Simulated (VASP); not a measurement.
As:

```
As
1.0
     1.77454   -6.04950    0.00000
     1.77454    6.04950    0.00000
     0.00000    0.00000    4.88634
As
4
Direct
  0.09407 0.90593 0.91372
  0.59407 0.40593 0.58628
  0.90593 0.09407 0.08628
  0.40593 0.59407 0.41372
```

| Item | Value |
| --- | --- |
| Program | VASP 6.6.1 |
| Task | relaxation of cell and atoms |
| Functional | PBE |
| Potentials or basis | VASP PAW PBE potentials, release 64 (As) |
| Cutoff | 600 eV |
| k mesh | 6 × 6 × 4 |
| Occupations | gaussian, width 0.1 eV |
| Spin | no spin polarisation |

At the start: pressure 6.5 GPa; volume 26.23 Å³/atom.

Q: How do energy, volume and symmetry change on relaxing?

A: Over 20 steps the energy falls by 83.6 meV/atom and the volume is 24.08 Å³/atom (-8.2 %); space group Cmce (No. 64, to 0.1 Å) before and after.

The path:
```csv
step,energy change (eV),largest force (eV/Å),pressure (GPa),volume (Å³)
1,0.0000,1.3903,6.48,104.91
2,-0.0739,0.7791,-4.41,121.83
3,-0.2570,0.1220,-0.33,113.50
4,-0.2570,0.1384,-0.22,113.32
5,-0.2640,0.1216,-0.30,112.89
6,-0.2664,0.1979,-0.36,112.46
7,-0.2707,0.1851,-0.34,111.96
8,-0.2824,0.1494,-0.28,110.46
9,-0.2998,0.0903,-0.10,107.46
10,-0.3123,0.0775,0.53,101.44
11,-0.3136,0.1672,-0.75,102.03
12,-0.3162,0.0979,-0.19,101.77
13,-0.3192,0.0718,-0.14,101.30
14,-0.3208,0.0965,-0.06,100.64
15,-0.3231,0.0782,-0.11,100.25
16,-0.3283,0.0672,-0.25,99.07
17,-0.3298,0.1749,-0.40,96.71
18,-0.3308,0.1165,-0.34,97.79
19,-0.3330,0.0809,-0.22,97.22
20,-0.3346,0.0252,-0.01,96.31
```

Final structure:
```xyz
4
Lattice="1.8921 -5.7043 0.0000 1.8921 5.7043 0.0000 0.0000 0.0000 4.4618" Properties=species:S:1:pos:R:3 pbc="T T T"
As    1.8921    4.4841    4.1847
As    1.8921   -1.2202    2.5079
As    1.8921   -4.4841    0.2770
As    1.8921    1.2202    1.9539
```

Caveat: the relaxation stopped at a loose force limit of 0.05 eV/Å, so its end isn't a converged minimum.
